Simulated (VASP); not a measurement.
# Si2Ge (P-3m1) in VASP: notebook

The runs below take Si2Ge through single point, relaxation of cell and atoms, with PBE.

Program: VASP 6.6.1. These are calculated values, not measurements. Logs are shortened: lines on timing, memory, paths and dates and some standing lists are left out, and cuts for length are marked.

## Step 1: The cell of the first run

The structure is trigonal, space group P-3m1 (No. 164). The conventional cell has a = 2.861 Å, b = 2.861 Å, c = 7.008 Å, α = 90.00°, β = 90.00°, γ = 120.00°. Si (site symmetry 3m) has 3 Ge at 2.86 Å and 9 Si at 2.86 Å within 3.8 Å. Within 3.8 Å of Ge (site symmetry -3m) lie 6 Si at 2.86 Å and 6 Ge at 2.86 Å.

## Step 2: Single point, PBE

The input, INCAR:

```
SYSTEM = Si2Ge
PREC = Accurate
ENCUT = 520
EDIFF = 1E-7
ISMEAR = 0
SIGMA = 0.1
LREAL = .FALSE.
LASPH = .TRUE.
NELM = 60
ALGO = Normal
ISIF = 2
LWAVE = .FALSE.
LCHARG = .FALSE.
GGA = PE
NBANDS = 18
```

The input, KPOINTS:

```
Automatic mesh
0
G
  6 6 4
  0 0 0
```

The input, POSCAR:

```
Si2Ge
1.0
    2.8609793400      0.0000000000      0.0000000000
   -1.4304896700      2.4776807900      0.0000000000
    0.0000000000      0.0000000000      7.0079395400
Si Ge
2 1
Direct
    0.3333333300      0.6666666700      0.6666666700
    0.6666666700      0.3333333300      0.3333333300
    0.0000000000      0.0000000000      0.0000000000
```

Potentials or basis: VASP PAW PBE potentials, release 64 (Si, Ge_d).

Run with:

```sh
$ cat potpaw_PBE.64/Si/POTCAR potpaw_PBE.64/Ge_d/POTCAR > POTCAR
$ mpirun -np 1 vasp_std > vasp.out
```

OUTCAR:

```text
SYSTEM = Si2Ge
   PREC = Accurate
   ENCUT = 520
   EDIFF = 1E-7
   ISMEAR = 0
   LREAL = .FALSE.
   LASPH = .TRUE.
   NELM = 60
   ISIF = 2
   GGA = PE

 ion  position               nearest neighbor table
   1  0.333  0.667  0.667-   3 2.86   3 2.86   3 2.86   2 2.86   2 2.86   2 2.86
   2  0.667  0.333  0.333-   3 2.86   3 2.86   3 2.86   1 2.86   1 2.86   1 2.86
   3  0.000  0.000  0.000-   1 2.86   2 2.86   2 2.86   1 2.86   2 2.86   1 2.86

  LATTYP: Found a hexagonal cell.
 ALAT       =     2.8609793400
 C/A-ratio  =     2.4494897401

  Lattice vectors:

 A1 = (   2.8609793400,   0.0000000000,   0.0000000000)
 A2 = (  -1.4304896700,   2.4776807900,   0.0000000000)
 A3 = (   0.0000000000,   0.0000000000,   7.0079395400)

Analysis of symmetry for initial positions (statically):
=====================================================================
 Subroutine PRICEL returns:
 Original cell was already a primitive cell.

 Routine SETGRP: Setting up the symmetry group for a
 hexagonal supercell.

 Subroutine GETGRP returns: Found 12 space group operations
 (whereof 12 operations were pure point group operations)
 out of a pool of 24 trial point group operations.

The static configuration has the point symmetry D_3d.

Analysis of symmetry for dynamics (positions and initial velocities):
=====================================================================
 Subroutine PRICEL returns:
 Original cell was already a primitive cell.

 Routine SETGRP: Setting up the symmetry group for a
 hexagonal supercell.

 Subroutine GETGRP returns: Found 12 space group operations
 (whereof 12 operations were pure point group operations)
 out of a pool of 24 trial point group operations.

The dynamic configuration has the point symmetry D_3d.

 Subroutine INISYM returns: Found 12 space group operations
 (whereof 12 operations are pure point group operations),
 and found     1 'primitive' translations

----------------------------------------------------------------------------------------

                                     Primitive cell

  volume of cell :      49.6764

  direct lattice vectors                    reciprocal lattice vectors
     2.860979340  0.000000000  0.000000000     0.349530661  0.201801621  0.000000000
    -1.430489670  2.477680790  0.000000000     0.000000000  0.403603242  0.000000000
     0.000000000  0.000000000  7.007939540     0.000000000  0.000000000  0.142695295

  length of vectors
     2.860979340  2.860979342  7.007939540     0.403603242  0.403603242  0.142695295

  position of ions in fractional coordinates (direct lattice)
     0.333333330  0.666666670  0.666666670
     0.666666670  0.333333330  0.333333330
     0.000000000  0.000000000  0.000000000

  ion indices of the primitive-cell ions
   primitive index   ion index
                 1           1
                 2           2
                 3           3

----------------------------------------------------------------------------------------

 KPOINTS: Automatic mesh

Automatic generation of k-mesh.
 Grid dimensions read from file:
 generate k-points for:    6    6    4

 Generating k-lattice:

  Cartesian coordinates                     Fractional coordinates (reciprocal lattice)
     0.058255110  0.033633604  0.000000000     0.166666667  0.000000000  0.000000000
     0.000000000  0.067267207  0.000000000     0.000000000  0.166666667  0.000000000
     0.000000000  0.000000000  0.035673824     0.000000000  0.000000000  0.250000000

  Length of vectors
     0.067267207  0.067267207  0.035673824

  Shift w.r.t. Gamma in fractional coordinates (k-lattice)
     0.000000000  0.000000000  0.000000000

 Subroutine IBZKPT returns following result:
 ===========================================

 Found     24 irreducible k-points:

 Following reciprocal coordinates:
            Coordinates               Weight
  0.000000  0.000000  0.000000      1.000000
  0.166667 -0.000000  0.000000      6.000000
  0.333333 -0.000000  0.000000      6.000000
  0.500000 -0.000000  0.000000      3.000000
  0.166667  0.166667  0.000000      6.000000
  0.333333  0.166667  0.000000     12.000000
[... 16 lines left out ...]
  0.333333  0.166667  0.500000     12.000000
  0.333333  0.333333  0.500000      2.000000
   k-points           NKPTS =     24   k-points in BZ     NKDIM =     24   number of bands    NBANDS=     18
   number of dos      NEDOS =    301   number of ions     NIONS =      3
   total plane-waves  NPLWV =  31104
   dimension x,y,z NGX =    24 NGY =   24 NGZ =   54
   dimension x,y,z NGXF=    48 NGYF=   48 NGZF=  108
   ions per type =               2   1
   NGX,Y,Z   is equivalent  to a cutoff of  13.95, 13.95, 12.81 a.u.
   NGXF,Y,Z  is equivalent  to a cutoff of  27.89, 27.89, 25.62 a.u.
 SYSTEM =  Si2Ge
   PREC   = accura    normal or accurate (medium, high low for compatibility)
   ISTART =      0    job   : 0-new  1-cont  2-samecut
   ICHARG =      2    charge: 1-file 2-atom 10-const
   ISPIN  =      1    spin polarized calculation?
   LNONCOLLINEAR =      F non collinear calculations
   LSORBIT =      F    spin-orbit coupling
   LASPH  =      T    aspherical Exc in radial PAW
   ENCUT  =  520.0 eV  38.22 Ry    6.18 a.u.   5.32  5.32 13.03*2*pi/ulx,y,z
   NELM   =     60;   NELMIN=  2; NELMDL= -5     # of ELM steps
   EDIFF  = 0.1E-06   stopping-criterion for ELM
   LREAL  =      F    real-space projection
   EDIFFG = 0.1E-05   stopping-criterion for IOM
   NSW    =      0    number of steps for IOM
   IBRION =     -1    ionic relax: 0-MD 1-quasi-New 2-CG
   NFREE  =      0    steps in history (QN), initial steepest desc. (CG)
   ISIF   =      2    stress and relaxation
   ISYM   =      2    0-nonsym 1-usesym 2-fastsym
   POTIM  = 0.5000    time-step for ionic-motion
   TEBEG  =    0.0;   TEEND  =   0.0 temperature during run
   PSTRESS=    0.0 pullay stress
   NELECT =      22.0000    total number of electrons
   NUPDOWN=      -1.0000    fix difference up-down
   EMIN   =  10.00;   EMAX   =-10.00  energy-range for DOS
   EFERMI =   0.00;   METHOD = LEGACY
   ISMEAR =     0;   SIGMA  =   0.10  broadening in eV -4-tet -1-fermi 0-gaus
   EFERMI_NEDOS =   21; number of points for ismear=-14 and -15
   IALGO  =     38    algorithm
   IMIX   =      4    mixing-type and parameters
     AMIX     =   0.40;   BMIX     =  1.00
     AMIX_MAG =   1.60;   BMIX_MAG =  1.00
  volume/ion in A,a.u.               =      16.56       111.74
  Fermi-wavevector in a.u.,A,eV,Ry     =   1.247859  2.358112 21.186347  1.557153
  Thomas-Fermi vector in A             =   2.381972
   LORBIT       =      0    0 simple, 1 ext, 2 COOP (PROOUT), +10 PAW based schemes
   GGA     = PE    functional components
   LHFCALC =     F    Hartree Fock is set to
   AEXX    =    0.0000 exact exchange contribution
   IVDW    =     0    specifies the selected vdW correction
   LEPSILON=     F    determine dielectric tensor
   LRPA    =     F    only Hartree local field effects (RPA)
 non-spin polarized calculation
 Gauss-broadening in eV      SIGMA  =   0.10
  energy-cutoff  :      520.00
  volume of cell :       49.68
 maximum number of plane-waves:      1361
 NGX is ok and might be reduce to    24
   NGX = 11   NGY = 11   NGZ = 27

 number of electron      22.0000015 magnetization

 Free energy of the ion-electron system (eV)
  ---------------------------------------------------
  ext. energy  EPLUGINS =         0.00000000
  ---------------------------------------------------
  free energy    TOTEN  =       -13.50472024 eV

  energy without entropy =      -13.48952212  energy(sigma->0) =      -13.49712118

 E-fermi :   8.4252     XC(G=0): -11.0944

 val. band max:        8.4239209825   @ k =   0.1667   0.1667   0.0000
 cond. band min:       8.4258613944   @ k =   0.3333   0.1667   0.5000
 fundamental gap:      0.0019404120
 Fermi energy:         8.4252180267

 k-point     1 :       0.0000    0.0000    0.0000
  band No.  band energies     occupation
      1     -16.4272      2.00000
      2     -16.4189      2.00000
      3     -16.4189      2.00000
      4     -16.3327      2.00000
      5     -16.3327      2.00000
      6      -5.2869      2.00000
[... 10 lines left out ...]
     17      18.2965      0.00000
     18      19.8671      0.00000

 k-point     2 :       0.1667   -0.0000    0.0000
  band No.  band energies     occupation
      1     -16.4330      2.00000
      2     -16.3993      2.00000
      3     -16.3871      2.00000
      4     -16.3516      2.00000
      5     -16.3369      2.00000
      6      -4.6201      2.00000
[... 10 lines left out ...]
     17      16.8707      0.00000
     18      17.4520      0.00000

 k-point     3 :       0.3333   -0.0000    0.0000
  band No.  band energies     occupation
      1     -16.4583      2.00000
      2     -16.3887      2.00000
      3     -16.3483      2.00000
      4     -16.3452      2.00000
      5     -16.3229      2.00000
      6      -2.6277      2.00000
[... 10 lines left out ...]
     17      14.7422      0.00000
     18      15.2818      0.00000

 k-point     4 :       0.5000   -0.0000    0.0000
  band No.  band energies     occupation
      1     -16.4713      2.00000
      2     -16.4069      2.00000
      3     -16.3493      2.00000
      4     -16.3235      2.00000
      5     -16.2906      2.00000
      6       0.3713      2.00000
[... 375 lines left out ...]
      4     -16.3467      2.00000
      5     -16.3317      2.00000
      6      -2.8248      2.00000
[... 10 lines left out ...]
     17      14.3147      0.00000
     18      17.1332      0.00000

 k-point    23 :       0.3333    0.1667    0.5000
  band No.  band energies     occupation
      1     -16.4330      2.00000
      2     -16.3971      2.00000
      3     -16.3590      2.00000
      4     -16.3454      2.00000
      5     -16.3078      2.00000
      6      -0.2026      2.00000
[... 10 lines left out ...]
     17      13.8594      0.00000
     18      17.9108      0.00000

 k-point    24 :       0.3333    0.3333    0.5000
  band No.  band energies     occupation
      1     -16.3839      2.00000
      2     -16.3839      2.00000
      3     -16.3633      2.00000
      4     -16.3633      2.00000
      5     -16.3383      2.00000
      6       2.1173      2.00000
[... 10 lines left out ...]
     17      10.0969      0.00000
     18      20.0782      0.00000

------------------------ aborting loop because EDIFF is reached ----------------------------------------

  FORCE on cell =-STRESS in cart. coord.  units (eV):
  Direction    XX          YY          ZZ          XY          YZ          ZX
  --------------------------------------------------------------------------------------
  -------------------------------------------------------------------------------------
  Total       -0.1558662     -0.1558662     -0.1802630      0.0000000      0.0000000      0.0000000
  in kB       -5.0270389     -5.0270389     -5.8138882      0.0000000      0.0000000      0.0000000
  external PRESSURE =      -5.2893220 kB  Pullay stress =       0.0000000 kB

 VOLUME and BASIS-vectors are now :
 -----------------------------------------------------------------------------
  energy-cutoff  :      520.00
  volume of cell :       49.68
      direct lattice vectors                 reciprocal lattice vectors
     2.860979340  0.000000000  0.000000000     0.349530661  0.201801621  0.000000000
    -1.430489670  2.477680790  0.000000000     0.000000000  0.403603242  0.000000000
     0.000000000  0.000000000  7.007939540     0.000000000  0.000000000  0.142695295

 POSITION                                       TOTAL-FORCE (eV/Angst)
 -----------------------------------------------------------------------------------
     -0.00000      1.65179      4.67196        -0.000000      0.000000     -0.537265
      1.43049      0.82589      2.33598         0.000000     -0.000000      0.537265
      0.00000      0.00000      0.00000        -0.000000      0.000000      0.000000
 -----------------------------------------------------------------------------------
    total drift:                                0.000000     -0.000000      0.000000

  FREE ENERGIE OF THE ION-ELECTRON SYSTEM (eV)
  ---------------------------------------------------
  free  energy   TOTEN  =       -13.5047202435 eV

  energy  without entropy=      -13.4895221199  energy(sigma->0) =      -13.49712118
```

Run time: 22 s. Hardware: 1 thread of AMD EPYC 7R43 (Zen 3), shared host; peak memory 0.14 GiB.

Results:

```yaml
Free_energy: -13.5047 eV
Pressure: -0.5 GPa
Largest_force: 0.537 eV/Å
Band_gap_on_the_k_mesh: zero (band 11 reaches 16.06 eV, above the bottom of band 12 at 5.70 eV)
```

Forces on the atoms (eV/Å):
```
Si   0.000  0.000 -0.537
Si   0.000  0.000  0.537
Ge   0.000  0.000  0.000
```

Levels at points of the mesh, in eV from the Fermi level:
```csv
k point,band 9,band 10,band 11,band 12,band 13,band 14
"(0.00, 0.00, 0.00)",-1.74,-1.73,7.64,7.64,7.79,7.79
"(0.50, 0.00, 0.00)",-4.80,-4.55,-4.39,2.83,2.84,3.59
"(0.00, 0.00, 0.50)",-6.21,4.41,4.52,7.50,7.50,8.57
"(0.50, 0.00, 0.50)",-6.20,-1.85,-1.62,-0.53,-0.28,3.51
```

Caveat: the k points lie up to 0.42 Å⁻¹ apart.

(Continued in part 2 of 3.)
